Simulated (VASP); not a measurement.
# Nb (Im-3m) in VASP: notebook

Nb is run at these levels: LDA; tasks: single point, relaxation of cell and atoms.

Program: VASP 6.6.1. These are calculated values, not measurements. Logs are shortened: lines on timing, memory, paths and dates and some standing lists are left out, and cuts for length are marked.

### Step 1. The cell of the first run

Symmetry: Im-3m, No. 229, cubic system. The conventional cell has a = 3.248 Å, b = 3.248 Å, c = 3.248 Å, α = 90.00°, β = 90.00°, γ = 90.00°. Within 3.7 Å of Nb (site symmetry m-3m) lie 14 Nb at 2.81 to 3.25 Å.

### Step 2. Single point, LDA

INCAR

```
  ALGO = Normal
  EDIFF = 1E-6
  ENCUT = 520
  ISIF = 2
  ISMEAR = 1
  LASPH = True
  LCHARG = True
  LELF = True
  LREAL = False
  LVHAR = True
  LWAVE = False
  NBANDS = 12
  NELM = 100
  PREC = Accurate
  SIGMA = 0.05
```

KPOINTS

```
k-points
0
Gamma
  18 18 18
```

POSCAR

```
Nb
1.0
   -1.6240489160      1.6240489160      1.6240489160
    1.6240489160     -1.6240489160      1.6240489160
    1.6240489160      1.6240489160     -1.6240489160
Nb
1
Direct
    0.0000000000      0.0000000000      0.0000000000
```

Potentials or basis: VASP PAW LDA potentials, release 64 (Nb_sv).

Command:

```bash
> cat potpaw_LDA.64/Nb_sv/POTCAR > POTCAR
> mpirun -np 1 vasp_std > vasp.out
```

OUTCAR:

```text
EDIFF = 1E-6
   ENCUT = 520
   ISIF = 2
   ISMEAR = 1
   LASPH = True
   LREAL = False
   NELM = 100
   PREC = Accurate

 ion  position               nearest neighbor table
   1  0.000  0.000  0.000-

  LATTYP: Found a body centered cubic cell.
 ALAT       =     3.2480978320

  Lattice vectors:

 A1 = (  -1.6240489160,   1.6240489160,   1.6240489160)
 A2 = (   1.6240489160,  -1.6240489160,   1.6240489160)
 A3 = (   1.6240489160,   1.6240489160,  -1.6240489160)

Analysis of symmetry for initial positions (statically):
=====================================================================
 Subroutine PRICEL returns:
 Original cell was already a primitive cell.

 Routine SETGRP: Setting up the symmetry group for a
 body centered cubic supercell.

 Subroutine GETGRP returns: Found 48 space group operations
 (whereof 48 operations were pure point group operations)
 out of a pool of 48 trial point group operations.

The static configuration has the point symmetry O_h .

Analysis of symmetry for dynamics (positions and initial velocities):
=====================================================================
 Subroutine PRICEL returns:
 Original cell was already a primitive cell.

 Routine SETGRP: Setting up the symmetry group for a
 body centered cubic supercell.

 Subroutine GETGRP returns: Found 48 space group operations
 (whereof 48 operations were pure point group operations)
 out of a pool of 48 trial point group operations.

The dynamic configuration has the point symmetry O_h .

 Subroutine INISYM returns: Found 48 space group operations
 (whereof 48 operations are pure point group operations),
 and found     1 'primitive' translations

----------------------------------------------------------------------------------------

                                     Primitive cell

  volume of cell :      17.1339

  direct lattice vectors                    reciprocal lattice vectors
    -1.624048916  1.624048916  1.624048916     0.000000000  0.307872500  0.307872500
     1.624048916 -1.624048916  1.624048916     0.307872500  0.000000000  0.307872500
     1.624048916  1.624048916 -1.624048916     0.307872500  0.307872500  0.000000000

  length of vectors
[... 79 lines left out ...]
   NELM   =    100;   NELMIN=  2; NELMDL= -5     # of ELM steps
   EDIFF  = 0.1E-05   stopping-criterion for ELM
   LREAL  =      F    real-space projection
   EDIFFG = 0.1E-04   stopping-criterion for IOM
   NSW    =      0    number of steps for IOM
   IBRION =     -1    ionic relax: 0-MD 1-quasi-New 2-CG
   NFREE  =      0    steps in history (QN), initial steepest desc. (CG)
   ISIF   =      2    stress and relaxation
   ISYM   =      2    0-nonsym 1-usesym 2-fastsym
   POTIM  = 0.5000    time-step for ionic-motion
   TEBEG  =    0.0;   TEEND  =   0.0 temperature during run
   PSTRESS=    0.0 pullay stress
   NELECT =      13.0000    total number of electrons
   NUPDOWN=      -1.0000    fix difference up-down
   EMIN   =  10.00;   EMAX   =-10.00  energy-range for DOS
   EFERMI =   0.00;   METHOD = LEGACY
   ISMEAR =     1;   SIGMA  =   0.05  broadening in eV -4-tet -1-fermi 0-gaus
   EFERMI_NEDOS =   21; number of points for ismear=-14 and -15
   IALGO  =     38    algorithm
   IMIX   =      4    mixing-type and parameters
     AMIX     =   0.40;   BMIX     =  1.00
     AMIX_MAG =   1.60;   BMIX_MAG =  1.00
  volume/ion in A,a.u.               =      17.13       115.63
  Fermi-wavevector in a.u.,A,eV,Ry     =   1.493150  2.821645 30.334157  2.229498
  Thomas-Fermi vector in A             =   2.605587
   LORBIT       =      0    0 simple, 1 ext, 2 COOP (PROOUT), +10 PAW based schemes
   GGA     = CA    functional components
   LHFCALC =     F    Hartree Fock is set to
   AEXX    =    0.0000 exact exchange contribution
   IVDW    =     0    specifies the selected vdW correction
   LEPSILON=     F    determine dielectric tensor
   LRPA    =     F    only Hartree local field effects (RPA)
 non-spin polarized calculation
 Methfessel and Paxton  Order N= 1 SIGMA  =   0.05
  energy-cutoff  :      520.00
  volume of cell :       17.13
 maximum number of plane-waves:       474
 NGX is ok and might be reduce to    24
   NGX = 11   NGY = 11   NGZ = 11

 number of electron      13.0000001 magnetization

 Free energy of the ion-electron system (eV)
  ---------------------------------------------------
  ext. energy  EPLUGINS =         0.00000000
  ---------------------------------------------------
  free energy    TOTEN  =       -11.25526290 eV

  energy without entropy =      -11.25553774  energy(sigma->0) =      -11.25535452

 E-fermi :  11.7132     XC(G=0): -12.9742

 val. band max:       11.7050546203   @ k =   0.1111   0.0000   0.0000
 cond. band min:      11.7266996947   @ k =  -0.2778   0.2778   0.1667
 fundamental gap:      0.0216450743
 Fermi energy:        11.7131610582

 k-point     1 :       0.0000    0.0000    0.0000
  band No.  band energies     occupation
      1     -42.3091      2.00000
      2     -17.6395      2.00000
      3     -17.6395      2.00000
      4     -17.6395      2.00000
      5       5.6983      2.00000
      6      12.0258     -0.00000
      7      12.0258     -0.00000
      8      12.0258     -0.00000
      9      15.0984      0.00000
     10      15.0984      0.00000
     11      26.0787      0.00000
     12      26.0787      0.00000
[... 331 lines left out ...]
 k-point    24 :       0.3889    0.1111    0.0000
  band No.  band energies     occupation
      1     -42.0021      2.00000
      2     -19.1467      2.00000
      3     -18.1895      2.00000
      4     -17.7264      2.00000
      5       8.1799      2.00000
      6      10.0214      2.00000
      7      13.0031      0.00000
      8      15.0069      0.00000
      9      16.1836      0.00000
     10      18.8903      0.00000
     11      24.1492      0.00000
     12      24.7338      0.00000

 [... further k-points ...]
[... 5 lines left out ...]
  --------------------------------------------------------------------------------------
  -------------------------------------------------------------------------------------
  Total       -0.0237598     -0.0237598     -0.0237598      0.0000000      0.0000000      0.0000000
  in kB       -2.2217554     -2.2217554     -2.2217554      0.0000000      0.0000000      0.0000000
  external PRESSURE =      -2.2217554 kB  Pullay stress =       0.0000000 kB

 VOLUME and BASIS-vectors are now :
 -----------------------------------------------------------------------------
  energy-cutoff  :      520.00
  volume of cell :       17.13
      direct lattice vectors                 reciprocal lattice vectors
    -1.624048916  1.624048916  1.624048916     0.000000000  0.307872500  0.307872500
     1.624048916 -1.624048916  1.624048916     0.307872500  0.000000000  0.307872500
     1.624048916  1.624048916 -1.624048916     0.307872500  0.307872500  0.000000000

 POSITION                                       TOTAL-FORCE (eV/Angst)
 -----------------------------------------------------------------------------------
      0.00000      0.00000      0.00000        -0.000000      0.000000     -0.000000
 -----------------------------------------------------------------------------------
    total drift:                                0.000000      0.000000     -0.000000

  FREE ENERGIE OF THE ION-ELECTRON SYSTEM (eV)
  ---------------------------------------------------
  free  energy   TOTEN  =       -11.2552629045 eV

  energy  without entropy=      -11.2555377434  energy(sigma->0) =      -11.25535452
```

OSZICAR:

```text
N       E                     dE             d eps       ncg     rms          rms(c)
DAV:   1     0.123014336591E+03    0.12301E+03   -0.72041E+03  4728   0.109E+03
DAV:   2    -0.626693599159E+01   -0.12928E+03   -0.12440E+03  5064   0.414E+02
DAV:   3    -0.114146530363E+02   -0.51477E+01   -0.48605E+01  7072   0.741E+01
DAV:   4    -0.116632085335E+02   -0.24856E+00   -0.24656E+00  6656   0.140E+01
DAV:   5    -0.116732411975E+02   -0.10033E-01   -0.10029E-01  7104   0.239E+00    0.762E+00
DAV:   6    -0.112972239294E+02    0.37602E+00   -0.56151E-01  7668   0.988E+00    0.272E+00
DAV:   7    -0.112519427589E+02    0.45281E-01   -0.15876E-01  7748   0.511E+00    0.863E-01
DAV:   8    -0.112552165832E+02   -0.32738E-02   -0.11719E-02  5764   0.137E+00    0.266E-02
DAV:   9    -0.112552584534E+02   -0.41870E-04   -0.74693E-04  7316   0.253E-01    0.364E-02
DAV:  10    -0.112552649300E+02   -0.64766E-05   -0.15026E-05  5936   0.367E-02    0.243E-02
DAV:  11    -0.112552629066E+02    0.20235E-05   -0.93752E-06  6060   0.542E-02    0.366E-03
DAV:  12    -0.112552629045E+02    0.20498E-08   -0.16197E-07  3412   0.423E-03
   1 F= -.11255263E+02 E0= -.11255355E+02  d E =0.274839E-03
```

stdout:

```text
POSCAR found type information on POSCAR Nb
 POSCAR found :  1 types and       1 ions
 scaLAPACK will be used
 LDA part: xc-table for (Slater(with rela. corr.)+CA(PZ))
 , standard interpolation
 POSCAR, INCAR and KPOINTS ok, starting setup
 FFT: planning ... GRIDC
 FFT: planning ... GRID_SOFT
 FFT: planning ... GRID
 WAVECAR not read
 entering main loop
```

Run time: 27 s. Hardware: 1 thread of Intel Xeon 6975P-C, shared host; peak memory 0.16 GiB.

What came out:

```yaml
Free_energy: -11.2553 eV
Pressure: -0.2 GPa
```

Levels at points of the mesh, in eV from the Fermi level:
| k point | band 4 | band 5 | band 6 | band 7 | band 8 | band 9 |
| --- | --- | --- | --- | --- | --- | --- |
| (0.00, 0.00, 0.00) | -29.35 | -6.01 | 0.31 | 0.31 | 0.31 | 3.39 |
| (0.50, 0.00, 0.00) | -29.37 | -3.95 | -1.84 | 2.60 | 3.45 | 4.17 |
| (0.50, 0.50, 0.50) | -30.44 | -4.04 | -4.04 | 5.96 | 5.96 | 5.96 |

### Step 3. Relaxation of cell and atoms, LDA

This run uses another cell than the first one, of 18.43 Å³/atom, 1.076 times its volume.

INCAR

```
PREC     = Accurate       # precision mode
ENCUT    = 600            # plane-wave cutoff, eV
EDIFF    = 1E-6           # SCF threshold, eV
ISMEAR   = 1              # smearing method
SIGMA    = 0.05           # smearing width, eV
LREAL    = False          # projectors in reciprocal space
LASPH    = True           # aspherical terms in the spheres
NELM     = 80             # most SCF steps
ALGO     = Normal         # electronic algorithm
ISIF     = 3              # what is computed and relaxed
LWAVE    = False          # write WAVECAR
LCHARG   = False          # write CHGCAR
IBRION   = 2              # ionic algorithm
NSW      = 80             # ionic steps
EDIFFG   = -0.02          # ionic threshold
```

KPOINTS

```
regular mesh
0
Gamma
  18 18 18
```

POSCAR

```
Nb
1.0
   -1.6639500000      1.6639500000      1.6639500000
    1.6639500000     -1.6639500000      1.6639500000
    1.6639500000      1.6639500000     -1.6639500000
Nb
1
Direct
    0.0000000000      0.0000000000      0.0000000000
```

Potentials or basis: VASP PAW LDA potentials, release 64 (Nb_sv).

Command:

```bash
> cat potpaw_LDA.64/Nb_sv/POTCAR > POTCAR
> mpirun -np 1 vasp_std > vasp.out
```

OUTCAR:

```text
PREC = Accurate
   ENCUT = 600
   EDIFF = 1E-6
   ISMEAR = 1
   LREAL = False
   LASPH = True
   NELM = 80
   ISIF = 3
   IBRION = 2
   NSW = 80
   EDIFFG = -0.02

 ion  position               nearest neighbor table
   1  0.000  0.000  0.000-

  LATTYP: Found a body centered cubic cell.
 ALAT       =     3.3279000000

  Lattice vectors:

 A1 = (  -1.6639500000,   1.6639500000,   1.6639500000)
 A2 = (   1.6639500000,  -1.6639500000,   1.6639500000)
 A3 = (   1.6639500000,   1.6639500000,  -1.6639500000)

Analysis of symmetry for initial positions (statically):
=====================================================================
 Subroutine PRICEL returns:
 Original cell was already a primitive cell.

 Routine SETGRP: Setting up the symmetry group for a
 body centered cubic supercell.

 Subroutine GETGRP returns: Found 48 space group operations
 (whereof 48 operations were pure point group operations)
 out of a pool of 48 trial point group operations.

The static configuration has the point symmetry O_h .

Analysis of symmetry for dynamics (positions and initial velocities):
=====================================================================
[... 165 lines left out ...]
  Total       -1.4223397     -1.4223397     -1.4223397     -0.0000000      0.0000000     -0.0000000
  in kB     -123.6610992   -123.6610992   -123.6610992     -0.0000000      0.0000000     -0.0000000
  external PRESSURE =    -123.6610992 kB  Pullay stress =       0.0000000 kB
[... 92 lines left out ...]
--------------------------------------- Ionic step        4  -------------------------------------------

 number of electron      13.0000001 magnetization

 Free energy of the ion-electron system (eV)
  ---------------------------------------------------
  ext. energy  EPLUGINS =         0.00000000
  ---------------------------------------------------
  free energy    TOTEN  =       -11.25600346 eV

  energy without entropy =      -11.25628000  energy(sigma->0) =      -11.25609564

 E-fermi :  11.7185     XC(G=0): -12.9763

 val. band max:       11.7100730014   @ k =   0.1111   0.0000   0.0000
 cond. band min:      11.7317496842   @ k =  -0.2778   0.2778   0.1667
 fundamental gap:      0.0216766828
 Fermi energy:        11.7185102683

 k-point     1 :       0.0000    0.0000    0.0000
  band No.  band energies     occupation
      1     -42.3042      2.00000
      2     -17.6335      2.00000
      3     -17.6335      2.00000
      4     -17.6335      2.00000
      5       5.7020      2.00000
      6      12.0310     -0.00000
      7      12.0310     -0.00000
      8      12.0310     -0.00000
      9      15.1048      0.00000
     10      15.1048      0.00000
[... 287 lines left out ...]
 k-point    24 :       0.3889    0.1111    0.0000
  band No.  band energies     occupation
      1     -41.9968      2.00000
      2     -19.1424      2.00000
      3     -18.1842      2.00000
      4     -17.7205      2.00000
      5       8.1836      2.00000
      6      10.0257      2.00000
      7      13.0098      0.00000
      8      15.0135      0.00000
      9      16.1910      0.00000
     10      18.8991      0.00000

 [... further k-points ...]
[... 5 lines left out ...]
  --------------------------------------------------------------------------------------
  -------------------------------------------------------------------------------------
  Total       -0.0064464     -0.0064464     -0.0064464      0.0000000      0.0000000     -0.0000000
  in kB       -0.6030398     -0.6030398     -0.6030398      0.0000000      0.0000000     -0.0000000
  external PRESSURE =      -0.6030398 kB  Pullay stress =       0.0000000 kB
[... 16 lines left out ...]
  FREE ENERGIE OF THE ION-ELECTRON SYSTEM (eV)
  ---------------------------------------------------
  free  energy   TOTEN  =       -11.2560034562 eV

  energy  without entropy=      -11.2562799957  energy(sigma->0) =      -11.25609564

 reached required accuracy - stopping structural energy minimisation
```

OSZICAR:

```text
N       E                     dE             d eps       ncg     rms          rms(c)
DAV:   1     0.133866644098E+03    0.13387E+03   -0.80049E+03  3924   0.145E+03
DAV:   2    -0.467269223755E+01   -0.13854E+03   -0.13525E+03  4294   0.499E+02
DAV:   3    -0.113359908994E+02   -0.66633E+01   -0.62762E+01  6082   0.947E+01
[... 36 lines left out ...]
DAV:   2    -0.112560397274E+02    0.57274E-03   -0.13936E-03  6032   0.583E-01    0.552E-02
DAV:   3    -0.112559789303E+02    0.60797E-04   -0.44753E-04  6082   0.260E-01    0.335E-02
DAV:   4    -0.112559920969E+02   -0.13167E-04   -0.16371E-05  5090   0.441E-02    0.185E-02
DAV:   5    -0.112560036549E+02   -0.11558E-04   -0.36609E-05  6948   0.484E-02    0.693E-03
DAV:   6    -0.112560034562E+02    0.19878E-06   -0.55710E-07  2386   0.107E-02
   4 F= -.11256003E+02 E0= -.11256096E+02  d E =-.533284E-01
```

CONTCAR:

```text
Nb
   1.00000000000000
    -1.6238323204377509    1.6238323204377509    1.6238323204377509
     1.6238323204377509   -1.6238323204377509    1.6238323204377509
     1.6238323204377509    1.6238323204377509   -1.6238323204377509
  Nb
     1
Direct
     0.0000000000000000    1.0000000000000000    0.0000000000000000

  0.00000000E+00  0.00000000E+00  0.00000000E+00
```

Run time: 84 s. Hardware: 1 thread of Intel Xeon 6975P-C, shared host; peak memory 0.17 GiB.

What came out:

```yaml
Free_energy: -11.2560 eV
Relaxed_volume: 17.13 Å³/atom
Relaxed_cell: a = 2.813 Å, b = 2.813 Å, c = 2.813 Å, α = 109.47°, β = 109.47°, γ = 109.47°
Space_group_after_relaxing_to_0.05_Å: Im-3m (No. 229)
Energy_gained_by_relaxing: 53.3 meV/atom
Ionic_steps: 4
Pressure_after_relaxing: -0.1 GPa
```

Step by step:
| step | energy change (eV) | largest force (eV/Å) | pressure (GPa) | volume (Å³) |
| --- | --- | --- | --- | --- |
| 1 | 0.0000 | 0.0000 | -12.37 | 18.43 |
| 2 | 0.1555 | 0.0000 | 33.70 | 14.89 |
| 3 | -0.0533 | 0.0000 | -0.43 | 17.16 |
| 4 | -0.0533 | 0.0000 | -0.06 | 17.13 |

Final structure:
```xyz
1
Lattice="-1.6238 1.6238 1.6238 1.6238 -1.6238 1.6238 1.6238 1.6238 -1.6238" Properties=species:S:1:pos:R:3 pbc="T T T"
Nb    1.6238   -1.6238    1.6238
```

LDA usually gives volumes a few per cent too small. Zero-point motion and thermal expansion aren't in these numbers.

### Step 4. Relaxation of cell and atoms, LDA, target pressure 5 GPa, at which the enthalpy is minimised

This run uses another cell than the first one, of 18.43 Å³/atom, 1.076 times its volume.

INCAR

```
ALGO     = Normal         # electronic algorithm
EDIFF    = 1E-6           # SCF threshold, eV
EDIFFG   = -0.02          # ionic threshold
ENCUT    = 600            # plane-wave cutoff, eV
GGA      = CA             # functional
IBRION   = 2              # ionic algorithm
ISIF     = 3              # what is computed and relaxed
ISMEAR   = 1              # smearing method
LASPH    = True           # aspherical terms in the spheres
LCHARG   = False          # write CHGCAR
LREAL    = False          # projectors in reciprocal space
LWAVE    = False          # write WAVECAR
NELM     = 60             # most SCF steps
NSW      = 80             # ionic steps
PREC     = Accurate       # precision mode
PSTRESS  = 50.0         
SIGMA    = 0.05           # smearing width, eV
```

KPOINTS

```
k-points
0
Gamma
  18 18 18
```

POSCAR is that of step 3.

Command:

```bash
> cat potpaw_LDA.64/Nb_sv/POTCAR > POTCAR
> mpirun -np 1 vasp_std > vasp.out
```

Run time: 2 min. Hardware: 1 thread of Intel Xeon 6975P-C, shared host; peak memory 0.18 GiB.

It converged, with:

```yaml
Free_energy: -11.2489 eV
Relaxed_volume: 16.68 Å³/atom
Relaxed_cell: a = 2.788 Å, b = 2.788 Å, c = 2.788 Å, α = 109.47°, β = 109.47°, γ = 109.47°
Space_group_after_relaxing_to_0.05_Å: Im-3m (No. 229)
Energy_change_on_relaxing_the_enthalpy_is_what_falls: -46.3 meV/atom
Ionic_steps: 5
Pressure_after_relaxing: 5.2 GPa
```

Step by step:
| step | energy change (eV) | largest force (eV/Å) | pressure (GPa) | volume (Å³) |
| --- | --- | --- | --- | --- |
| 1 | 0.0000 | 0.0000 | -12.37 | 18.43 |
| 2 | 0.5516 | 0.0000 | 66.94 | 13.60 |
| 3 | -0.0491 | 0.0000 | 4.03 | 16.78 |
| 4 | -0.0473 | 0.0000 | 4.79 | 16.72 |
| 5 | -0.0463 | 0.0000 | 5.19 | 16.68 |

Final structure:
```yaml
crystal:
  lattice:
    - [-1.60966, 1.60966, 1.60966]
    - [1.60966, -1.60966, 1.60966]
    - [1.60966, 1.60966, -1.60966]
  atoms:
    - { symbol: Nb, position: [0.00000, 0.00000, 0.00000] }
```

Levels at points of the mesh, in eV from the Fermi level:
| k point | band 4 | band 5 | band 6 | band 7 | band 8 | band 9 |
| --- | --- | --- | --- | --- | --- | --- |
| (0.00, 0.00, 0.00) | -29.26 | -6.05 | 0.30 | 0.30 | 0.30 | 3.47 |
| (0.50, 0.00, 0.00) | -29.28 | -4.07 | -1.93 | 2.75 | 3.55 | 4.30 |
| (0.50, 0.50, 0.50) | -30.44 | -4.21 | -4.21 | 6.15 | 6.15 | 6.15 |

Caveat: the cell is relaxed towards a set pressure, so the enthalpy falls and the energy may rise. LDA usually gives volumes a few per cent too small.

(Part 1 of 2 ends here.)
